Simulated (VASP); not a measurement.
# Ba (Pm-3m) in VASP: notebook

The runs below take Ba through single point, with r2SCAN.

Program: VASP 6.6.1. These are calculated values, not measurements. Logs are shortened: lines on timing, memory, paths and dates and some standing lists are left out, and cuts for length are marked.

## 1. The cell of the first run

The structure is cubic, space group Pm-3m (No. 221). The conventional cell has a = 3.918 Å, b = 3.918 Å, c = 3.918 Å, α = 90.00°, β = 90.00°, γ = 90.00°. Ba (site symmetry m-3m) has 6 Ba at 3.92 Å within 5.1 Å.

## 2. Single point, r2SCAN

File POSCAR:

```
Ba
1.0
    3.9177175405      0.0000000000      0.0000000000
    0.0000000000      3.9177175405      0.0000000000
    0.0000000000      0.0000000000      3.9177175405
Ba
1
Direct
    0.0000000000      0.0000000000      0.0000000000
```

File INCAR.step1:

```
  ALGO = Normal
  EDIFF = 1E-4
  ENCUT = 520
  GGA = PE
  ISMEAR = -1
  LASPH = True
  LCHARG = False
  LREAL = False
  LWAVE = True
  NBANDS = 11
  NELM = 80
  PREC = Accurate
  SIGMA = 0.05
```

File INCAR.step2:

```
  ALGO = Normal
  EDIFF = 1E-6
  ENCUT = 520
  ISIF = 2
  ISMEAR = -1
  ISTART = 1
  LASPH = True
  LCHARG = True
  LELF = True
  LMIXTAU = True
  LREAL = False
  LVHAR = True
  LWAVE = False
  METAGGA = R2SCAN
  NBANDS = 11
  NELM = 80
  PREC = Accurate
  SIGMA = 0.05
```

File KPOINTS:

```
k-points
0
Gamma
  11 11 11
```

Potentials or basis: VASP PAW PBE potentials, release 64 (Ba_sv).

Command:

```bash
cat potpaw_PBE.64/Ba_sv/POTCAR > POTCAR
cp INCAR.step1 INCAR
mpirun -np 1 vasp_std > vasp.out
cp INCAR.step2 INCAR
mpirun -np 1 vasp_std > vasp.out
```

OUTCAR:

```text
EDIFF = 1E-6
   ENCUT = 520
   ISIF = 2
   ISMEAR = -1
   ISTART = 1
   LASPH = True
   LREAL = False
   METAGGA = R2SCAN
   NELM = 80
   PREC = Accurate

 ion  position               nearest neighbor table
   1  0.000  0.000  0.000-

  LATTYP: Found a simple cubic cell.
 ALAT       =     3.9177175405

  Lattice vectors:

 A1 = (   3.9177175405,   0.0000000000,   0.0000000000)
 A2 = (   0.0000000000,   3.9177175405,   0.0000000000)
 A3 = (   0.0000000000,   0.0000000000,   3.9177175405)

Analysis of symmetry for initial positions (statically):
=====================================================================
 Subroutine PRICEL returns:
 Original cell was already a primitive cell.

 Routine SETGRP: Setting up the symmetry group for a
 simple cubic supercell.

 Subroutine GETGRP returns: Found 48 space group operations
 (whereof 48 operations were pure point group operations)
 out of a pool of 48 trial point group operations.

The static configuration has the point symmetry O_h .

Analysis of symmetry for dynamics (positions and initial velocities):
=====================================================================
 Subroutine PRICEL returns:
 Original cell was already a primitive cell.

 Routine SETGRP: Setting up the symmetry group for a
 simple cubic supercell.

 Subroutine GETGRP returns: Found 48 space group operations
 (whereof 48 operations were pure point group operations)
 out of a pool of 48 trial point group operations.

The dynamic configuration has the point symmetry O_h .

 Subroutine INISYM returns: Found 48 space group operations
 (whereof 48 operations are pure point group operations),
 and found     1 'primitive' translations

----------------------------------------------------------------------------------------

                                     Primitive cell

  volume of cell :      60.1311

  direct lattice vectors                    reciprocal lattice vectors
     3.917717540  0.000000000  0.000000000     0.255250663  0.000000000  0.000000000
     0.000000000  3.917717540  0.000000000     0.000000000  0.255250663  0.000000000
     0.000000000  0.000000000  3.917717540     0.000000000  0.000000000  0.255250663

  length of vectors
     3.917717540  3.917717540  3.917717540     0.255250663  0.255250663  0.255250663

  position of ions in fractional coordinates (direct lattice)
     0.000000000  0.000000000  0.000000000

  ion indices of the primitive-cell ions
   primitive index   ion index
                 1           1

----------------------------------------------------------------------------------------

 KPOINTS: k-points

Automatic generation of k-mesh.
 Grid dimensions read from file:
 generate k-points for:   11   11   11

 Generating k-lattice:

  Cartesian coordinates                     Fractional coordinates (reciprocal lattice)
     0.023204606  0.000000000  0.000000000     0.090909091  0.000000000  0.000000000
     0.000000000  0.023204606  0.000000000     0.000000000  0.090909091  0.000000000
     0.000000000  0.000000000  0.023204606     0.000000000  0.000000000  0.090909091

  Length of vectors
     0.023204606  0.023204606  0.023204606

  Shift w.r.t. Gamma in fractional coordinates (k-lattice)
     0.000000000  0.000000000  0.000000000

 Subroutine IBZKPT returns following result:
 ===========================================

 Found     56 irreducible k-points:

 Following reciprocal coordinates:
            Coordinates               Weight
  0.000000  0.000000  0.000000      1.000000
  0.090909  0.000000  0.000000      6.000000
  0.181818  0.000000  0.000000      6.000000
  0.272727  0.000000  0.000000      6.000000
  0.363636  0.000000  0.000000      6.000000
  0.454545  0.000000  0.000000      6.000000
[... 16 lines left out ...]
  0.181818  0.090909  0.090909     24.000000
  0.272727  0.090909  0.090909     24.000000
 [... further k-points ...]
   k-points           NKPTS =     56   k-points in BZ     NKDIM =     56   number of bands    NBANDS=     11
   number of dos      NEDOS =    301   number of ions     NIONS =      1
   total plane-waves  NPLWV =  27000
   dimension x,y,z NGX =    30 NGY =   30 NGZ =   30
   dimension x,y,z NGXF=    60 NGYF=   60 NGZF=   60
   ions per type =               1
   NGX,Y,Z   is equivalent  to a cutoff of  12.73, 12.73, 12.73 a.u.
   NGXF,Y,Z  is equivalent  to a cutoff of  25.46, 25.46, 25.46 a.u.
 SYSTEM =  unknown system
   PREC   = accura    normal or accurate (medium, high low for compatibility)
   ISTART =      1    job   : 0-new  1-cont  2-samecut
   ICHARG =      0    charge: 1-file 2-atom 10-const
   ISPIN  =      1    spin polarized calculation?
   LNONCOLLINEAR =      F non collinear calculations
   LSORBIT =      F    spin-orbit coupling
   LASPH  =      T    aspherical Exc in radial PAW
   ENCUT  =  520.0 eV  38.22 Ry    6.18 a.u.   7.28  7.28  7.28*2*pi/ulx,y,z
   NELM   =     80;   NELMIN=  2; NELMDL=  0     # of ELM steps
   EDIFF  = 0.1E-05   stopping-criterion for ELM
   LREAL  =      F    real-space projection
   EDIFFG = 0.1E-04   stopping-criterion for IOM
   NSW    =      0    number of steps for IOM
   IBRION =     -1    ionic relax: 0-MD 1-quasi-New 2-CG
   NFREE  =      0    steps in history (QN), initial steepest desc. (CG)
   ISIF   =      2    stress and relaxation
   ISYM   =      2    0-nonsym 1-usesym 2-fastsym
   POTIM  = 0.5000    time-step for ionic-motion
   TEBEG  =    0.0;   TEEND  =   0.0 temperature during run
   PSTRESS=    0.0 pullay stress
   NELECT =      10.0000    total number of electrons
   NUPDOWN=      -1.0000    fix difference up-down
   EMIN   =  10.00;   EMAX   =-10.00  energy-range for DOS
   EFERMI =   0.00;   METHOD = LEGACY
   ISMEAR =    -1;   SIGMA  =   0.05  broadening in eV -4-tet -1-fermi 0-gaus
   EFERMI_NEDOS =   21; number of points for ismear=-14 and -15
   IALGO  =     38    algorithm
   IMIX   =      4    mixing-type and parameters
     AMIX     =   0.40;   BMIX     =  1.00
     AMIX_MAG =   1.60;   BMIX_MAG =  1.00
  volume/ion in A,a.u.               =      60.13       405.78
  Fermi-wavevector in a.u.,A,eV,Ry     =   0.900275  1.701272 11.027448  0.810495
  Thomas-Fermi vector in A             =   2.023212
   LORBIT       =      0    0 simple, 1 ext, 2 COOP (PROOUT), +10 PAW based schemes
   METAGGA = R2SCAN    functional components
   LHFCALC =     F    Hartree Fock is set to
   AEXX    =    0.0000 exact exchange contribution
   IVDW    =     0    specifies the selected vdW correction
   LEPSILON=     F    determine dielectric tensor
   LRPA    =     F    only Hartree local field effects (RPA)
 non-spin polarized calculation
  energy-cutoff  :      520.00
  volume of cell :       60.13
 maximum number of plane-waves:      1647
 NGX is ok and might be reduce to    30
   NGX = 15   NGY = 15   NGZ = 15

 number of electron      10.0000001 magnetization

 Free energy of the ion-electron system (eV)
  ---------------------------------------------------
  ext. energy  EPLUGINS =         0.00000000
  ---------------------------------------------------
  free energy    TOTEN  =       -26.18492324 eV

  energy without entropy =      -26.18181661  energy(sigma->0) =      -26.18336992

 E-fermi :   1.8124     XC(G=0):  -7.9702

 val. band max:        1.7254218435   @ k =   0.4545   0.4545   0.4545
 cond. band min:       1.8307570231   @ k =   0.4545   0.4545   0.4545
 fundamental gap:      0.1053351796
 Fermi energy:         1.8123990711

 k-point     1 :       0.0000    0.0000    0.0000
  band No.  band energies     occupation
      1     -28.4065      2.00000
      2     -12.8075      2.00000
      3     -12.8075      2.00000
      4     -12.8075      2.00000
      5      -0.8601      2.00000
      6       2.0103      0.03749
      7       2.0103      0.03749
      8       7.0614      0.00000
      9       7.0614      0.00000
     10       7.0614      0.00000
     11      10.0490      0.00000

 k-point     2 :       0.0909    0.0000    0.0000
  band No.  band energies     occupation
      1     -28.4012      2.00000
      2     -12.8742      2.00000
      3     -12.8017      2.00000
      4     -12.8017      2.00000
      5      -0.7265      2.00000
      6       2.0535      0.01597
      7       2.1440      0.00263
      8       6.7242      0.00000
      9       6.7242      0.00000
     10       7.0821      0.00000
     11       9.4650      0.00000

 k-point     3 :       0.1818    0.0000    0.0000
  band No.  band energies     occupation
      1     -28.3869      2.00000
      2     -13.0475      2.00000
      3     -12.7862      2.00000
      4     -12.7862      2.00000
      5      -0.3637      2.00000
      6       2.1749      0.00142
      7       2.4956      0.00000
      8       6.0596      0.00000
      9       6.0596      0.00000
     10       7.1388      0.00000
     11       8.5211      0.00000

 k-point     4 :       0.2727    0.0000    0.0000
  band No.  band energies     occupation
      1     -28.3680      2.00000
      2     -13.2634      2.00000
      3     -12.7657      2.00000
      4     -12.7657      2.00000
      5       0.1459      2.00000
      6       2.3481      0.00004
      7       2.8606      0.00000
      8       5.4254      0.00000
      9       5.4254      0.00000
     10       7.2154      0.00000
     11       7.9513      0.00000
[... 239 lines left out ...]
 k-point    22 :       0.0909    0.0909    0.0909
  band No.  band energies     occupation
      1     -28.3906      2.00000
      2     -12.8711      2.00000
      3     -12.8574      2.00000
      4     -12.8574      2.00000
      5      -0.4628      2.00000
      6       2.2765      0.00019
      7       2.2765      0.00019
      8       6.2154      0.00000
      9       6.4943      0.00000
     10       6.4943      0.00000
     11      10.0831      0.00000

 k-point    23 :       0.1818    0.0909    0.0909
  band No.  band energies     occupation
      1     -28.3764      2.00000
      2     -13.0341      2.00000
      3     -12.8493      2.00000
      4     -12.8413      2.00000
      5      -0.1089      2.00000
      6       2.3957      0.00002
      7       2.6296      0.00000
      8       5.6318      0.00000
      9       5.7807      0.00000
     10       6.5295      0.00000
     11       9.2439      0.00000

 k-point    24 :       0.2727    0.0909    0.0909
  band No.  band energies     occupation
      1     -28.3576      2.00000
      2     -13.2478      2.00000
      3     -12.8277      2.00000
      4     -12.8199      2.00000
      5       0.3841      2.00000
      6       2.5697      0.00000
      7       2.9394      0.00000
      8       5.0978      0.00000
      9       5.2074      0.00000
     10       6.6292      0.00000
     11       8.5434      0.00000

 [... further k-points ...]
[... 5 lines left out ...]
  --------------------------------------------------------------------------------------
  -------------------------------------------------------------------------------------
  Total        0.0535513      0.0535513      0.0535513     -0.0000000     -0.0000000     -0.0000000
  in kB        1.4268588      1.4268588      1.4268588     -0.0000000     -0.0000000     -0.0000000
  external PRESSURE =       1.4268588 kB  Pullay stress =       0.0000000 kB

 VOLUME and BASIS-vectors are now :
 -----------------------------------------------------------------------------
  energy-cutoff  :      520.00
  volume of cell :       60.13
      direct lattice vectors                 reciprocal lattice vectors
     3.917717540  0.000000000  0.000000000     0.255250663  0.000000000  0.000000000
     0.000000000  3.917717540  0.000000000     0.000000000  0.255250663  0.000000000
     0.000000000  0.000000000  3.917717540     0.000000000  0.000000000  0.255250663

 POSITION                                       TOTAL-FORCE (eV/Angst)
 -----------------------------------------------------------------------------------
      0.00000      0.00000      0.00000         0.000000      0.000000      0.000000
 -----------------------------------------------------------------------------------
    total drift:                               -0.000000      0.000000     -0.000000

  FREE ENERGIE OF THE ION-ELECTRON SYSTEM (eV)
  ---------------------------------------------------
  free  energy   TOTEN  =       -26.1849232362 eV

  energy  without entropy=      -26.1818166055  energy(sigma->0) =      -26.18336992
```

It took 61 s on 1 thread of Intel Xeon Platinum 8559C (Emerald Rapids), shared host; peak memory 0.19 GiB.

What came out:

| Quantity | Value |
| --- | --- |
| Free energy | -26.1849 eV |
| Pressure | 0.1 GPa |
| Band gap on the k mesh | 0.11 eV, direct |

Caveat: the PAW data sets were made with another functional, which shifts forces and pressure a little; spin-orbit coupling is left out, which moves the levels of the heavy elements.

## 3. Single point, r2SCAN, non-collinear spin, zero start, spin-orbit coupling

POSCAR is that of step 2.

File INCAR.step1:

```
SYSTEM = Ba
  ALGO = Normal
  EDIFF = 1E-4
  ENCUT = 520
  GGA = PE
  GGA_COMPAT = .False.
  ISMEAR = -1
  LASPH = .True.
  LCHARG = .False.
  LREAL = .False.
  LSORBIT = .True.
  LWAVE = .True.
  MAGMOM = 0 0 0
  NBANDS = 21
  NELM = 150
  PREC = Accurate
  SIGMA = 0.05
```

File INCAR.step2:

```
SYSTEM = Ba
  ALGO = Normal
  EDIFF = 1E-6
  ENCUT = 520
  GGA_COMPAT = .False.
  ISIF = 2
  ISMEAR = -1
  ISTART = 1
  LASPH = .True.
  LCHARG = .True.
  LMIXTAU = .True.
  LORBIT = 11
  LORBMOM = .True.
  LREAL = .False.
  LSORBIT = .True.
  LVHAR = .True.
  LWAVE = .False.
  MAGMOM = 0 0 0
  METAGGA = R2SCAN
  NBANDS = 21
  NELM = 150
  PREC = Accurate
  SIGMA = 0.05
```

File KPOINTS:

```
k-points
0
Gamma
  7 7 7
  0 0 0
```

Potentials or basis: VASP PAW PBE potentials, release 64 (Ba_sv).

Command:

```bash
cat potpaw_PBE.64/Ba_sv/POTCAR > POTCAR
cp INCAR.step1 INCAR
mpirun -np 1 vasp_ncl > vasp.out
cp INCAR.step2 INCAR
mpirun -np 1 vasp_ncl > vasp.out
```

Run time: 5.4 min. Hardware: 1 thread of Oxide Virtual Turin-like, shared host; peak memory 0.3 GiB.

The run converged. Its results:

```
Free energy                                           : -26.3776 eV
Pressure                                              : 0.2 GPa
Net moment                                            : 0.00 μB per cell
Valence electrons inside the program's atomic spheres : Ba 7.93
```

Moments on the atoms (μB; x, y, z):
```
Ba  0.00 0.00 0.00
```

Caveat: the PAW data sets were made with another functional, which shifts forces and pressure a little.
